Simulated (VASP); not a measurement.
Set up this calculation in VASP 6.6.1, as the native input.

```yaml
Task: single point
Functional: PBEsol
Dispersion: D3(BJ)
Potentials_or_basis: VASP PAW PBE potentials, release 64 (Sn_d, Se)
Cutoff: 520 eV
k_mesh: 8 × 8 × 6
Occupations: gaussian, width 0.03 eV
Spin: no spin polarisation
Dipole_correction: no
Further_INCAR_settings: ALGO = Normal; EDIFF = 1e-07; NBANDS = 28
```

The structure of SnSe lies in POSCAR:

```
SnSe
1.0
    4.3610103623      0.0000000000      0.0000000000
    0.0000000000      4.3610103623      0.0000000000
    0.0000000000      0.0000000000      5.6098000000
Sn Se
2 2
Direct
    0.5000000000      0.0000000000      0.2500241371
    0.0000000000      0.5000000000      0.7499758629
    0.5000000000      0.0000000000      0.7499817524
    0.0000000000      0.5000000000      0.2500182476
```

These files were run (other wordings do the same):

INCAR

```
PREC     = Accurate       # precision mode
ENCUT    = 520            # plane-wave cutoff, eV
EDIFF    = 1E-7           # SCF threshold, eV
ISMEAR   = 0              # smearing method
SIGMA    = 0.03           # smearing width, eV
LREAL    = F              # projectors in reciprocal space
LASPH    = T              # aspherical terms in the spheres
NELM     = 60             # most SCF steps
ALGO     = Normal         # electronic algorithm
ISIF     = 2              # what is computed and relaxed
LWAVE    = F              # write WAVECAR
LCHARG   = F              # write CHGCAR
GGA      = PS             # functional
IVDW     = 12             # dispersion correction
NBANDS   = 28             # bands
```

KPOINTS

```
Automatic mesh
0
Gamma
  8 8 6
```

Potentials or basis: VASP PAW PBE potentials, release 64 (Sn_d, Se).

Launch:

```console
$ cat potpaw_PBE.64/Sn_d/POTCAR potpaw_PBE.64/Se/POTCAR > POTCAR
$ mpirun -np 1 vasp_std > vasp.out
```

It gave:

- Pressure: -1.4 GPa
- Band gap on the k mesh: 0.18 eV
- Dispersion energy per atom: -0.337 eV

Caveat: the stress differs along the axes, from -6 to 8 GPa; semilocal functionals underestimate gaps, and a narrow one can read as zero; the PAW data sets were made with another functional, which shifts forces and pressure a little; spin-orbit coupling is left out, which moves the levels of the heavy elements.

Run time: 2.1 min on 1 thread of Intel Xeon 8259CL, on a shared host, peak memory 0.31 GiB.
